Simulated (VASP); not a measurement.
# Cs (Pm-3m) in VASP: notebook, part 2 of 2

VASP 6.6.1. The steps go on from the part before.

### Step 3. Relaxation of cell and atoms, PBEsol

INCAR

```
ALGO = Normal
EDIFF = 1E-6
EDIFFG = -0.01
ENCUT = 600
GGA = PS
IBRION = 2
ISIF = 3
ISMEAR = -1
LASPH = True
LCHARG = False
LREAL = False
LWAVE = False
NELM = 100
NSW = 80
PREC = Accurate
SIGMA = 0.1
```

KPOINTS

```
k-points
0
Gamma
  7 7 7
```

POSCAR

```
Cs
1.0
    4.9225963477      0.0000000000      0.0000000000
    0.0000000000      4.9225963477      0.0000000000
    0.0000000000      0.0000000000      4.9225963477
Cs
1
Direct
    0.0000000000      0.0000000000      0.0000000000
```

Potentials or basis: VASP PAW PBE potentials, release 64 (Cs_sv).

On the command line:

```bash
cat potpaw_PBE.64/Cs_sv/POTCAR > POTCAR
mpirun -np 1 vasp_std > vasp.out
```

OUTCAR:

```text
EDIFF = 1E-6
   EDIFFG = -0.01
   ENCUT = 600
   GGA = PS
   IBRION = 2
   ISIF = 3
   ISMEAR = -1
   LASPH = True
   LREAL = False
   NELM = 100
   NSW = 80
   PREC = Accurate

 ion  position               nearest neighbor table
   1  0.000  0.000  0.000-

  LATTYP: Found a simple cubic cell.
 ALAT       =     4.9225963477

  Lattice vectors:

 A1 = (   4.9225963477,   0.0000000000,   0.0000000000)
 A2 = (   0.0000000000,   4.9225963477,   0.0000000000)
 A3 = (   0.0000000000,   0.0000000000,   4.9225963477)

Analysis of symmetry for initial positions (statically):
=====================================================================
 Subroutine PRICEL returns:
 Original cell was already a primitive cell.

 Routine SETGRP: Setting up the symmetry group for a
 simple cubic supercell.

 Subroutine GETGRP returns: Found 48 space group operations
 (whereof 48 operations were pure point group operations)
 out of a pool of 48 trial point group operations.

The static configuration has the point symmetry O_h .

Analysis of symmetry for dynamics (positions and initial velocities):
=====================================================================
 Subroutine PRICEL returns:
 Original cell was already a primitive cell.

 Routine SETGRP: Setting up the symmetry group for a
 simple cubic supercell.

 Subroutine GETGRP returns: Found 48 space group operations
 (whereof 48 operations were pure point group operations)
 out of a pool of 48 trial point group operations.

The dynamic configuration has the point symmetry O_h .

 Subroutine INISYM returns: Found 48 space group operations
 (whereof 48 operations are pure point group operations),
 and found     1 'primitive' translations

----------------------------------------------------------------------------------------

                                     Primitive cell

  volume of cell :     119.2841

  direct lattice vectors                    reciprocal lattice vectors
     4.922596348  0.000000000  0.000000000     0.203144830  0.000000000  0.000000000
     0.000000000  4.922596348  0.000000000     0.000000000  0.203144830  0.000000000
     0.000000000  0.000000000  4.922596348     0.000000000  0.000000000  0.203144830

  length of vectors
     4.922596348  4.922596348  4.922596348     0.203144830  0.203144830  0.203144830

  position of ions in fractional coordinates (direct lattice)
     0.000000000  0.000000000  0.000000000

  ion indices of the primitive-cell ions
   primitive index   ion index
                 1           1

----------------------------------------------------------------------------------------

 KPOINTS: k-points

Automatic generation of k-mesh.
 Grid dimensions read from file:
 generate k-points for:    7    7    7

 Generating k-lattice:

  Cartesian coordinates                     Fractional coordinates (reciprocal lattice)
     0.029020690  0.000000000  0.000000000     0.142857143  0.000000000  0.000000000
     0.000000000  0.029020690  0.000000000     0.000000000  0.142857143  0.000000000
     0.000000000  0.000000000  0.029020690     0.000000000  0.000000000  0.142857143

  Length of vectors
     0.029020690  0.029020690  0.029020690

  Shift w.r.t. Gamma in fractional coordinates (k-lattice)
     0.000000000  0.000000000  0.000000000

 Subroutine IBZKPT returns following result:
 ===========================================

 Found     20 irreducible k-points:

 Following reciprocal coordinates:
            Coordinates               Weight
  0.000000  0.000000  0.000000      1.000000
  0.142857  0.000000  0.000000      6.000000
  0.285714  0.000000  0.000000      6.000000
  0.428571  0.000000  0.000000      6.000000
  0.142857  0.142857  0.000000     12.000000
  0.285714  0.142857  0.000000     24.000000
[... 12 lines left out ...]
  0.428571  0.428571  0.285714     24.000000
  0.428571  0.428571  0.428571      8.000000
   k-points           NKPTS =     20   k-points in BZ     NKDIM =     20   number of bands    NBANDS=      8
   number of dos      NEDOS =    301   number of ions     NIONS =      1
   total plane-waves  NPLWV =  64000
   dimension x,y,z NGX =    40 NGY =   40 NGZ =   40
   dimension x,y,z NGXF=    80 NGYF=   80 NGZF=   80
   ions per type =               1
   NGX,Y,Z   is equivalent  to a cutoff of  13.51, 13.51, 13.51 a.u.
   NGXF,Y,Z  is equivalent  to a cutoff of  27.02, 27.02, 27.02 a.u.
 SYSTEM =  unknown system
   PREC   = accura    normal or accurate (medium, high low for compatibility)
   ISTART =      0    job   : 0-new  1-cont  2-samecut
   ICHARG =      2    charge: 1-file 2-atom 10-const
   ISPIN  =      1    spin polarized calculation?
   LNONCOLLINEAR =      F non collinear calculations
   LSORBIT =      F    spin-orbit coupling
   LASPH  =      T    aspherical Exc in radial PAW
   ENCUT  =  600.0 eV  44.10 Ry    6.64 a.u.   9.83  9.83  9.83*2*pi/ulx,y,z
   NELM   =    100;   NELMIN=  2; NELMDL= -5     # of ELM steps
   EDIFF  = 0.1E-05   stopping-criterion for ELM
   LREAL  =      F    real-space projection
   EDIFFG = -.1E-01   stopping-criterion for IOM
   NSW    =     80    number of steps for IOM
   IBRION =      2    ionic relax: 0-MD 1-quasi-New 2-CG
   NFREE  =      1    steps in history (QN), initial steepest desc. (CG)
   ISIF   =      3    stress and relaxation
   ISYM   =      2    0-nonsym 1-usesym 2-fastsym
   POTIM  = 0.5000    time-step for ionic-motion
   TEBEG  =    0.0;   TEEND  =   0.0 temperature during run
   PSTRESS=    0.0 pullay stress
   NELECT =       9.0000    total number of electrons
   NUPDOWN=      -1.0000    fix difference up-down
   EMIN   =  10.00;   EMAX   =-10.00  energy-range for DOS
   EFERMI =   0.00;   METHOD = LEGACY
   ISMEAR =    -1;   SIGMA  =   0.10  broadening in eV -4-tet -1-fermi 0-gaus
   EFERMI_NEDOS =   21; number of points for ismear=-14 and -15
   IALGO  =     38    algorithm
   IMIX   =      4    mixing-type and parameters
     AMIX     =   0.40;   BMIX     =  1.00
     AMIX_MAG =   1.60;   BMIX_MAG =  1.00
  volume/ion in A,a.u.               =     119.28       804.97
  Fermi-wavevector in a.u.,A,eV,Ry     =   0.691770  1.307255  6.511002  0.478545
  Thomas-Fermi vector in A             =   1.773514
   LORBIT       =      0    0 simple, 1 ext, 2 COOP (PROOUT), +10 PAW based schemes
   GGA     = PS    functional components
   LHFCALC =     F    Hartree Fock is set to
   AEXX    =    0.0000 exact exchange contribution
   IVDW    =     0    specifies the selected vdW correction
   LEPSILON=     F    determine dielectric tensor
   LRPA    =     F    only Hartree local field effects (RPA)
 conjugate gradient relaxation of ions
 non-spin polarized calculation
  energy-cutoff  :      600.00
  volume of cell :      119.28
 maximum number of plane-waves:      4000
 NGX is ok and might be reduce to    40
   NGX = 19   NGY = 19   NGZ = 19

 number of electron       8.9999998 magnetization

 Free energy of the ion-electron system (eV)
  ---------------------------------------------------
  ext. energy  EPLUGINS =         0.00000000
  ---------------------------------------------------
  free energy    TOTEN  =        -0.86337655 eV

  energy without entropy =       -0.82462510  energy(sigma->0) =       -0.84400082

 E-fermi :   0.3117     XC(G=0):  -5.3740

 val. band max:        0.2455533209   @ k =   0.4286   0.1429   0.1429
 cond. band min:       0.3770879966   @ k =   0.2857   0.2857   0.2857
 fundamental gap:      0.1315346758
 Fermi energy:         0.3116835370

 k-point     1 :       0.0000    0.0000    0.0000
  band No.  band energies     occupation
      1     -23.7060      2.00000
      2     -10.4032      2.00000
      3     -10.4032      2.00000
      4     -10.4032      2.00000
      5      -1.3360      2.00000
      6       1.6431      0.00000
      7       1.6431      0.00000
      8       4.7104      0.00000
[... 199 lines left out ...]
 k-point    20 :       0.4286    0.4286    0.4286
  band No.  band energies     occupation
      1     -23.6828      2.00000
      2     -10.5422      2.00000
      3     -10.5409      2.00000
      4     -10.5409      2.00000
      5       1.2322      0.00020
      6       1.4672      0.00002
      7       1.4672      0.00002
      8       3.6360      0.00000

------------------------ aborting loop because EDIFF is reached ----------------------------------------

  FORCE on cell =-STRESS in cart. coord.  units (eV):
  Direction    XX          YY          ZZ          XY          YZ          ZX
  --------------------------------------------------------------------------------------
  -------------------------------------------------------------------------------------
  Total       -0.0054626     -0.0054626     -0.0054626      0.0000000     -0.0000000      0.0000000
  in kB       -0.0733717     -0.0733717     -0.0733717      0.0000000     -0.0000000      0.0000000
  external PRESSURE =      -0.0733717 kB  Pullay stress =       0.0000000 kB

 VOLUME and BASIS-vectors are now :
 -----------------------------------------------------------------------------
  energy-cutoff  :      600.00
  volume of cell :      119.28
      direct lattice vectors                 reciprocal lattice vectors
     4.922596348  0.000000000  0.000000000     0.203144830  0.000000000  0.000000000
     0.000000000  4.922596348  0.000000000     0.000000000  0.203144830  0.000000000
     0.000000000  0.000000000  4.922596348     0.000000000  0.000000000  0.203144830

 POSITION                                       TOTAL-FORCE (eV/Angst)
 -----------------------------------------------------------------------------------
      0.00000      0.00000      0.00000         0.000000      0.000000      0.000000
 -----------------------------------------------------------------------------------
    total drift:                               -0.000000     -0.000000     -0.000000

  FREE ENERGIE OF THE ION-ELECTRON SYSTEM (eV)
  ---------------------------------------------------
  free  energy   TOTEN  =        -0.8633765520 eV

  energy  without entropy=       -0.8246250951  energy(sigma->0) =       -0.84400082

 reached required accuracy - stopping structural energy minimisation
```

Wall time 8.7 s (1 thread of Intel Xeon 6975P-C (Granite Rapids), shared host); peak memory 0.23 GiB.

What came out:

- Free energy: -0.8634 eV
- Pressure after relaxing: 0.0 GPa
- Band gap on the k mesh: zero (an odd number of electrons rules out a gap without spin polarisation)

Final structure:
```cif
data_structure
_symmetry_space_group_name_H-M 'P 1'
_symmetry_Int_Tables_number 1
_cell_length_a 4.9226
_cell_length_b 4.9226
_cell_length_c 4.9226
_cell_angle_alpha 90.000
_cell_angle_beta 90.000
_cell_angle_gamma 90.000
_cell_volume 119.28
loop_
_atom_site_label
_atom_site_type_symbol
_atom_site_fract_x
_atom_site_fract_y
_atom_site_fract_z
_atom_site_occupancy
Cs1 Cs 0.00000 0.00000 0.00000 1
```

Levels at points of the mesh, in eV from the Fermi level:
```
           k point  band 2  band 3  band 4  band 5  band 6  band 7  band 8
(0.00, 0.00, 0.00)  -10.71  -10.71  -10.71   -1.65    1.33    1.33    4.40
```

Caveat: the relaxation stopped at its first step, so nothing moved; the PAW data sets were made with another functional, which shifts forces and pressure a little; spin-orbit coupling is left out, which moves the levels of the heavy elements.
